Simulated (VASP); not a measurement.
# Na4SrCaSi2 (P-4m2) in VASP: notebook

Runs on Na4SrCaSi2. Level: PBEsol. Tasks: single point.

Everything below comes from runs of VASP 6.6.1. Logs are shortened: lines on timing, memory, paths and dates and some standing lists are left out, and cuts for length are marked.

## 1. The cell of the first run

It takes space group P-4m2 (No. 115, tetragonal). The conventional cell has a = 5.403 Å, b = 5.403 Å, c = 7.577 Å, α = 90.00°, β = 90.00°, γ = 90.00°. Within 4.4 Å of Sr (site symmetry -4m2) lie 10 Na at 3.33 to 3.82 Å and 4 Si at 3.33 Å. Ca (site symmetry -4m2) has 4 Si at 3.27 Å and 10 Na at 3.27 to 3.82 Å within 4.3 Å. Within 4.3 Å of Si (site symmetry 2mm) lie 2 Ca at 3.27 Å and 10 Na at 3.27 to 3.90 Å and 2 Sr at 3.33 Å. Within 4.3 Å of Na (site symmetry -4m2) lie 4 Si at 3.27 Å and 4 Na at 3.27 Å and 2 Sr at 3.79 Å and 4 Ca at 3.82 Å. Na (site symmetry -4m2) has 4 Na at 3.33 Å and 4 Si at 3.33 Å and 2 Ca at 3.79 Å and 4 Sr at 3.82 Å within 4.4 Å. Within 4.3 Å of Na (site symmetry 2mm) lie 2 Ca at 3.27 Å and 4 Na at 3.27 to 3.33 Å and 2 Sr at 3.33 Å and 6 Si at 3.68 to 3.90 Å.

## 2. Single point, PBEsol

The input, INCAR:

```
PREC     = Accurate       # precision mode
ENCUT    = 520            # plane-wave cutoff, eV
EDIFF    = 1E-6           # SCF threshold, eV
ISMEAR   = 0              # smearing method
SIGMA    = 0.01           # smearing width, eV
LREAL    = F              # projectors in reciprocal space
LASPH    = T              # aspherical terms in the spheres
NELM     = 60             # most SCF steps
ALGO     = Normal         # electronic algorithm
ISIF     = 2              # what is computed and relaxed
LWAVE    = F              # write WAVECAR
LCHARG   = F              # write CHGCAR
GGA      = PS             # functional
NBANDS   = 38             # bands
```

The input, KPOINTS:

```
regular mesh
0
Gamma
  5 5 4
```

The input, POSCAR:

```
Na4SrCaSi2
1.0
    5.4030741506      0.0000000000      0.0000000000
    0.0000000000      5.4030741506      0.0000000000
    0.0000000000      0.0000000000      7.5774647693
Sr Ca Si Na
1 1 2 4
Direct
    0.0000000000      0.0000000000      0.0000000000
    0.5000000000      0.5000000000      0.5000000000
    0.0000000000      0.5000000000      0.2576830000
    0.5000000000      0.0000000000      0.7423170000
    0.0000000000      0.0000000000      0.5000000000
    0.5000000000      0.5000000000      0.0000000000
    0.0000000000      0.5000000000      0.7431210000
    0.5000000000      0.0000000000      0.2568790000
```

Potentials or basis: VASP PAW PBE potentials, release 64 (Sr_sv, Ca_sv, Si, Na_pv).

Started as:

```bash
> cat potpaw_PBE.64/Sr_sv/POTCAR potpaw_PBE.64/Ca_sv/POTCAR potpaw_PBE.64/Si/POTCAR potpaw_PBE.64/Na_pv/POTCAR > POTCAR
> mpirun -np 1 vasp_std > vasp.out
```

OUTCAR:

```text
PREC = Accurate
   ENCUT = 520
   EDIFF = 1E-6
   ISMEAR = 0
   LREAL = F
   LASPH = T
   NELM = 60
   ISIF = 2
   GGA = PS

 ion  position               nearest neighbor table
   1  0.000  0.000  0.000-   7 3.33   8 3.33   7 3.33   8 3.33   3 3.33   3 3.33   4 3.33   4 3.33
                             5 3.79   5 3.79   6 3.82   6 3.82   6 3.82   6 3.82
   2  0.500  0.500  0.500-
   3  0.000  0.500  0.258-   1 3.33   1 3.33
   4  0.500  0.000  0.742-   1 3.33   1 3.33
   5  0.000  0.000  0.500-   1 3.79   1 3.79
   6  0.500  0.500  0.000-   1 3.82   1 3.82   1 3.82   1 3.82
   7  0.000  0.500  0.743-   1 3.33   1 3.33
   8  0.500  0.000  0.257-   1 3.33   1 3.33

  LATTYP: Found a simple tetragonal cell.
 ALAT       =     5.4030741506
 C/A-ratio  =     1.4024358278

  Lattice vectors:

 A1 = (   5.4030741506,   0.0000000000,   0.0000000000)
 A2 = (   0.0000000000,   5.4030741506,   0.0000000000)
 A3 = (   0.0000000000,   0.0000000000,   7.5774647693)

Analysis of symmetry for initial positions (statically):
=====================================================================
 Subroutine PRICEL returns:
 Original cell was already a primitive cell.

 Routine SETGRP: Setting up the symmetry group for a
 simple tetragonal supercell.

 Subroutine GETGRP returns: Found  8 space group operations
 (whereof  8 operations were pure point group operations)
 out of a pool of 16 trial point group operations.

The static configuration has the point symmetry D_2d.

Analysis of symmetry for dynamics (positions and initial velocities):
=====================================================================
 Subroutine PRICEL returns:
 Original cell was already a primitive cell.

 Routine SETGRP: Setting up the symmetry group for a
 simple tetragonal supercell.

 Subroutine GETGRP returns: Found  8 space group operations
 (whereof  8 operations were pure point group operations)
 out of a pool of 16 trial point group operations.

The dynamic configuration has the point symmetry D_2d.

 Subroutine INISYM returns: Found  8 space group operations
 (whereof  8 operations are pure point group operations),
 and found     1 'primitive' translations

----------------------------------------------------------------------------------------

                                     Primitive cell

  volume of cell :     221.2105

  direct lattice vectors                    reciprocal lattice vectors
     5.403074151  0.000000000  0.000000000     0.185079822  0.000000000  0.000000000
     0.000000000  5.403074151  0.000000000     0.000000000  0.185079822  0.000000000
     0.000000000  0.000000000  7.577464769     0.000000000  0.000000000  0.131970261

  length of vectors
     5.403074151  5.403074151  7.577464769     0.185079822  0.185079822  0.131970261

  position of ions in fractional coordinates (direct lattice)
     0.000000000  0.000000000  0.000000000
     0.500000000  0.500000000  0.500000000
     0.000000000  0.500000000  0.257683000
     0.500000000  0.000000000  0.742317000
     0.000000000  0.000000000  0.500000000
     0.500000000  0.500000000  0.000000000
     0.000000000  0.500000000  0.743121000
     0.500000000  0.000000000  0.256879000

  ion indices of the primitive-cell ions
   primitive index   ion index
                 1           1
                 2           2
                 3           3
                 4           4
                 5           5
                 6           6
                 7           7
                 8           8

----------------------------------------------------------------------------------------

 KPOINTS: regular mesh

Automatic generation of k-mesh.
 Grid dimensions read from file:
 generate k-points for:    5    5    4

 Generating k-lattice:

  Cartesian coordinates                     Fractional coordinates (reciprocal lattice)
     0.037015964  0.000000000  0.000000000     0.200000000  0.000000000  0.000000000
     0.000000000  0.037015964  0.000000000     0.000000000  0.200000000  0.000000000
     0.000000000  0.000000000  0.032992565     0.000000000  0.000000000  0.250000000

  Length of vectors
     0.037015964  0.037015964  0.032992565

  Shift w.r.t. Gamma in fractional coordinates (k-lattice)
     0.000000000  0.000000000  0.000000000

 Subroutine IBZKPT returns following result:
 ===========================================

 Found     18 irreducible k-points:

 Following reciprocal coordinates:
            Coordinates               Weight
  0.000000  0.000000  0.000000      1.000000
  0.200000  0.000000  0.000000      4.000000
  0.400000  0.000000  0.000000      4.000000
  0.200000  0.200000  0.000000      4.000000
  0.400000  0.200000  0.000000      8.000000
  0.400000  0.400000  0.000000      4.000000
[... 10 lines left out ...]
  0.400000  0.200000  0.500000      8.000000
  0.400000  0.400000  0.500000      4.000000
   k-points           NKPTS =     18   k-points in BZ     NKDIM =     18   number of bands    NBANDS=     38
   number of dos      NEDOS =    301   number of ions     NIONS =      8
   total plane-waves  NPLWV =  89600
   dimension x,y,z NGX =    40 NGY =   40 NGZ =   56
   dimension x,y,z NGXF=    80 NGYF=   80 NGZF=  112
   ions per type =               1   1   2   4
   NGX,Y,Z   is equivalent  to a cutoff of  12.31, 12.31, 12.29 a.u.
   NGXF,Y,Z  is equivalent  to a cutoff of  24.62, 24.62, 24.57 a.u.
 SYSTEM =  unknown system
   PREC   = accura    normal or accurate (medium, high low for compatibility)
   ISTART =      0    job   : 0-new  1-cont  2-samecut
   ICHARG =      2    charge: 1-file 2-atom 10-const
   ISPIN  =      1    spin polarized calculation?
   LNONCOLLINEAR =      F non collinear calculations
   LSORBIT =      F    spin-orbit coupling
   LASPH  =      T    aspherical Exc in radial PAW
   ENCUT  =  520.0 eV  38.22 Ry    6.18 a.u.  10.05 10.05 14.09*2*pi/ulx,y,z
   NELM   =     60;   NELMIN=  2; NELMDL= -5     # of ELM steps
   EDIFF  = 0.1E-05   stopping-criterion for ELM
   LREAL  =      F    real-space projection
   EDIFFG = 0.1E-04   stopping-criterion for IOM
   NSW    =      0    number of steps for IOM
   IBRION =     -1    ionic relax: 0-MD 1-quasi-New 2-CG
   NFREE  =      0    steps in history (QN), initial steepest desc. (CG)
   ISIF   =      2    stress and relaxation
   ISYM   =      2    0-nonsym 1-usesym 2-fastsym
   POTIM  = 0.5000    time-step for ionic-motion
   TEBEG  =    0.0;   TEEND  =   0.0 temperature during run
   PSTRESS=    0.0 pullay stress
   NELECT =      56.0000    total number of electrons
   NUPDOWN=      -1.0000    fix difference up-down
   EMIN   =  10.00;   EMAX   =-10.00  energy-range for DOS
   EFERMI =   0.00;   METHOD = LEGACY
   ISMEAR =     0;   SIGMA  =   0.01  broadening in eV -4-tet -1-fermi 0-gaus
   EFERMI_NEDOS =   21; number of points for ismear=-14 and -15
   IALGO  =     38    algorithm
   IMIX   =      4    mixing-type and parameters
     AMIX     =   0.40;   BMIX     =  1.00
     AMIX_MAG =   1.60;   BMIX_MAG =  1.00
  volume/ion in A,a.u.               =      27.65       186.60
  Fermi-wavevector in a.u.,A,eV,Ry     =   1.035624  1.957046 14.592490  1.072518
  Thomas-Fermi vector in A             =   2.169976
   LORBIT       =      0    0 simple, 1 ext, 2 COOP (PROOUT), +10 PAW based schemes
   GGA     = PS    functional components
   LHFCALC =     F    Hartree Fock is set to
   AEXX    =    0.0000 exact exchange contribution
   IVDW    =     0    specifies the selected vdW correction
   LEPSILON=     F    determine dielectric tensor
   LRPA    =     F    only Hartree local field effects (RPA)
 non-spin polarized calculation
 Gauss-broadening in eV      SIGMA  =   0.01
  energy-cutoff  :      520.00
  volume of cell :      221.21
 maximum number of plane-waves:      5978
   NGX = 21   NGY = 21   NGZ = 29

 number of electron      55.9999943 magnetization

 Free energy of the ion-electron system (eV)
  ---------------------------------------------------
  ext. energy  EPLUGINS =         0.00000000
  ---------------------------------------------------
  free energy    TOTEN  =       -21.50102335 eV

  energy without entropy =      -21.50102335  energy(sigma->0) =      -21.50102335

 E-fermi :   1.8937     XC(G=0):  -8.2316

 val. band max:        1.8548093625   @ k =   0.2000   0.2000   0.5000
 cond. band min:       1.9307281129   @ k =   0.0000   0.0000   0.0000
 fundamental gap:      0.0759187504
 Fermi energy:         1.8937101037

 k-point     1 :       0.0000    0.0000    0.0000
  band No.  band energies     occupation
      1     -39.1444      2.00000
      2     -33.4526      2.00000
      3     -22.7391      2.00000
      4     -22.7391      2.00000
      5     -22.7319      2.00000
      6     -22.7319      2.00000
[... 30 lines left out ...]
     37       5.7507      0.00000
     38       5.7570      0.00000

 k-point     2 :       0.2000    0.0000    0.0000
  band No.  band energies     occupation
      1     -39.1444      2.00000
      2     -33.4526      2.00000
      3     -22.7391      2.00000
      4     -22.7390      2.00000
      5     -22.7319      2.00000
      6     -22.7318      2.00000
[... 30 lines left out ...]
     37       5.4844      0.00000
     38       5.8667      0.00000

 k-point     3 :       0.4000    0.0000    0.0000
  band No.  band energies     occupation
      1     -39.1444      2.00000
      2     -33.4525      2.00000
      3     -22.7390      2.00000
      4     -22.7389      2.00000
      5     -22.7318      2.00000
      6     -22.7318      2.00000
[... 30 lines left out ...]
     37       5.5977      0.00000
[... 535 lines left out ...]
 k-point    17 :       0.4000    0.2000    0.5000
  band No.  band energies     occupation
      1     -39.1444      2.00000
      2     -33.4525      2.00000
      3     -22.7390      2.00000
      4     -22.7387      2.00000
      5     -22.7320      2.00000
      6     -22.7319      2.00000
[... 30 lines left out ...]
     37       5.3671      0.00000
     38       5.5096      0.00000

 k-point    18 :       0.4000    0.4000    0.5000
  band No.  band energies     occupation
      1     -39.1444      2.00000
      2     -33.4524      2.00000
      3     -22.7390      2.00000
      4     -22.7386      2.00000
      5     -22.7321      2.00000
      6     -22.7321      2.00000
[... 30 lines left out ...]
     37       5.5460      0.00000
     38       5.7889      0.00000

------------------------ aborting loop because EDIFF is reached ----------------------------------------

  FORCE on cell =-STRESS in cart. coord.  units (eV):
  Direction    XX          YY          ZZ          XY          YZ          ZX
  --------------------------------------------------------------------------------------
  -------------------------------------------------------------------------------------
  Total       -2.9034731     -2.9034731     -2.7768984      0.0000000      0.0000000     -0.0000000
  in kB      -21.0291931    -21.0291931    -20.1124413      0.0000000      0.0000000     -0.0000000
  external PRESSURE =     -20.7236091 kB  Pullay stress =       0.0000000 kB

 VOLUME and BASIS-vectors are now :
 -----------------------------------------------------------------------------
  energy-cutoff  :      520.00
  volume of cell :      221.21
      direct lattice vectors                 reciprocal lattice vectors
     5.403074151  0.000000000  0.000000000     0.185079822  0.000000000  0.000000000
     0.000000000  5.403074151  0.000000000     0.000000000  0.185079822  0.000000000
     0.000000000  0.000000000  7.577464769     0.000000000  0.000000000  0.131970261

 POSITION                                       TOTAL-FORCE (eV/Angst)
 -----------------------------------------------------------------------------------
      0.00000      0.00000      0.00000         0.000000     -0.000000      0.000000
      2.70154      2.70154      3.78873         0.000000      0.000000      0.000000
      0.00000      2.70154      1.95258         0.000000     -0.000000      0.024300
      2.70154      0.00000      5.62488         0.000000     -0.000000     -0.024300
      0.00000      0.00000      3.78873        -0.000000     -0.000000      0.000000
      2.70154      2.70154      0.00000         0.000000     -0.000000      0.000000
      0.00000      2.70154      5.63097        -0.000000     -0.000000     -0.104687
      2.70154      0.00000      1.94649         0.000000     -0.000000      0.104687
 -----------------------------------------------------------------------------------
    total drift:                               -0.000000      0.000000      0.000000

  FREE ENERGIE OF THE ION-ELECTRON SYSTEM (eV)
  ---------------------------------------------------
  free  energy   TOTEN  =       -21.5010233496 eV

  energy  without entropy=      -21.5010233495  energy(sigma->0) =      -21.50102335
```

Run time: 1.8 min. Hardware: 1 thread of AMD EPYC 7R13 (Zen 3), shared host; peak memory 0.35 GiB.

Results:

```
Free energy            : -21.5010 eV
Pressure               : -2.1 GPa
Largest force          : 0.105 eV/Å
Band gap on the k mesh : 0.08 eV (least direct gap 0.18 eV)
```

Forces on the atoms (eV/Å):
```
Sr   0.000  0.000  0.000
Ca   0.000  0.000  0.000
Si   0.000  0.000  0.024
Si   0.000  0.000 -0.024
Na   0.000  0.000  0.000
Na   0.000  0.000  0.000
Na   0.000  0.000 -0.105
Na   0.000  0.000  0.105
```

Stress tensor (GPa, compression positive):
```
-2.10  0.00  0.00
 0.00 -2.10  0.00
 0.00  0.00 -2.01
```

Levels at points of the mesh, in eV from the valence-band top:
```
           k point  band 25  band 26  band 27  band 28  band 29  band 30  band 31  band 32
(0.00, 0.00, 0.00)    -0.30    -0.11    -0.11    -0.11     0.08     0.35     1.69     2.60
(0.00, 0.00, 0.50)    -0.33    -0.33    -0.11    -0.11     1.16     1.18     2.52     2.77
```

Caveat: the PAW data sets were made with another functional, which shifts forces and pressure a little.

## 3. Single point, PBEsol

This run uses another cell than the first one, of 24.52 Å³/atom.

The input, INCAR:

```
ALGO     = Normal         # electronic algorithm
EDIFF    = 1E-6           # SCF threshold, eV
ENCUT    = 520            # plane-wave cutoff, eV
GGA      = PS             # functional
ISIF     = 2              # what is computed and relaxed
ISMEAR   = 0              # smearing method
LASPH    = True           # aspherical terms in the spheres
LCHARG   = False          # write CHGCAR
LREAL    = False          # projectors in reciprocal space
LWAVE    = False          # write WAVECAR
NBANDS   = 38             # bands
NELM     = 80             # most SCF steps
PREC     = Accurate       # precision mode
SIGMA    = 0.01           # smearing width, eV
```

The input, KPOINTS:

```
k-points
0
Gamma
  5 5 4
```

POSCAR, as its differences from that of step 2:

```diff
@@ -2,5 +2,5 @@
 1.0
-    5.4030741506      0.0000000000      0.0000000000
-    0.0000000000      5.4030741506      0.0000000000
-    0.0000000000      0.0000000000      7.5774647693
+    5.1909668709      0.0000000000      0.0000000000
+    0.0000000000      5.1909668709      0.0000000000
+    0.0000000000      0.0000000000      7.2799979208
 Sr Ca Si Na
```

Potentials or basis: VASP PAW PBE potentials, release 64 (Sr_sv, Ca_sv, Si, Na_pv).

Started as:

```bash
> cat potpaw_PBE.64/Sr_sv/POTCAR potpaw_PBE.64/Ca_sv/POTCAR potpaw_PBE.64/Si/POTCAR potpaw_PBE.64/Na_pv/POTCAR > POTCAR
> mpirun -np 1 vasp_std > vasp.out
```

OUTCAR:

```text
EDIFF = 1E-6
   ENCUT = 520
   GGA = PS
   ISIF = 2
   ISMEAR = 0
   LASPH = True
   LREAL = False
   NELM = 80
   PREC = Accurate

 ion  position               nearest neighbor table
   1  0.000  0.000  0.000-   7 3.20   8 3.20   7 3.20   8 3.20   3 3.20   3 3.20   4 3.20   4 3.20
                             5 3.64   5 3.64   6 3.67   6 3.67   6 3.67   6 3.67
   2  0.500  0.500  0.500-   3 3.14   4 3.14   4 3.14   3 3.14
   3  0.000  0.500  0.258-   2 3.14   2 3.14   1 3.20   1 3.20
[... 947 lines left out ...]
  Total        1.0143533      1.0143533      1.1817459      0.0000000      0.0000000      0.0000000
  in kB        8.2846101      8.2846101      9.6517690      0.0000000      0.0000000      0.0000000
  external PRESSURE =       8.7403297 kB  Pullay stress =       0.0000000 kB

 VOLUME and BASIS-vectors are now :
 -----------------------------------------------------------------------------
  energy-cutoff  :      520.00
  volume of cell :      196.17
      direct lattice vectors                 reciprocal lattice vectors
     5.190966871  0.000000000  0.000000000     0.192642339  0.000000000  0.000000000
     0.000000000  5.190966871  0.000000000     0.000000000  0.192642339  0.000000000
     0.000000000  0.000000000  7.279997921     0.000000000  0.000000000  0.137362677

 POSITION                                       TOTAL-FORCE (eV/Angst)
 -----------------------------------------------------------------------------------
      0.00000      0.00000      0.00000        -0.000000     -0.000000      0.000000
      2.59548      2.59548      3.64000        -0.000000      0.000000      0.000000
      0.00000      2.59548      1.87593        -0.000000     -0.000000      0.034847
      2.59548      0.00000      5.40407        -0.000000     -0.000000     -0.034847
      0.00000      0.00000      3.64000         0.000000     -0.000000      0.000000
      2.59548      2.59548      0.00000        -0.000000      0.000000      0.000000
      0.00000      2.59548      5.40992        -0.000000     -0.000000     -0.094191
      2.59548      0.00000      1.87008         0.000000     -0.000000      0.094191
 -----------------------------------------------------------------------------------
    total drift:                               -0.000000      0.000000      0.000000

  FREE ENERGIE OF THE ION-ELECTRON SYSTEM (eV)
  ---------------------------------------------------
  free  energy   TOTEN  =       -21.6157672809 eV

  energy  without entropy=      -21.6157672809  energy(sigma->0) =      -21.61576728
```

It took 3.3 min on 1 thread of Oxide Virtual Turin-like, shared host; peak memory 0.33 GiB.

Results:

```yaml
Free_energy: -21.6158 eV
Pressure: 0.9 GPa
Largest_force: 0.094 eV/Å
Band_gap_on_the_k_mesh: 0.16 eV (least direct gap 0.31 eV)
```

Forces on the atoms (eV/Å):
```
Sr   0.000  0.000  0.000
Ca   0.000  0.000  0.000
Si   0.000  0.000  0.035
Si   0.000  0.000 -0.035
Na   0.000  0.000  0.000
Na   0.000  0.000  0.000
Na   0.000  0.000 -0.094
Na   0.000  0.000  0.094
```

Levels at points of the mesh, in eV from the valence-band top:
| k point | band 26 | band 27 | band 28 | band 29 | band 30 | band 31 |
| --- | --- | --- | --- | --- | --- | --- |
| (0.00, 0.00, 0.00) | -0.15 | -0.15 | -0.15 | 0.16 | 0.88 | 1.90 |
| (0.00, 0.00, 0.50) | -0.35 | -0.09 | -0.09 | 1.25 | 1.25 | 2.91 |

Caveat: the PAW data sets were made with another functional, which shifts forces and pressure a little. A k mesh can miss the band edges.

(Continued in part 2 of 2.)
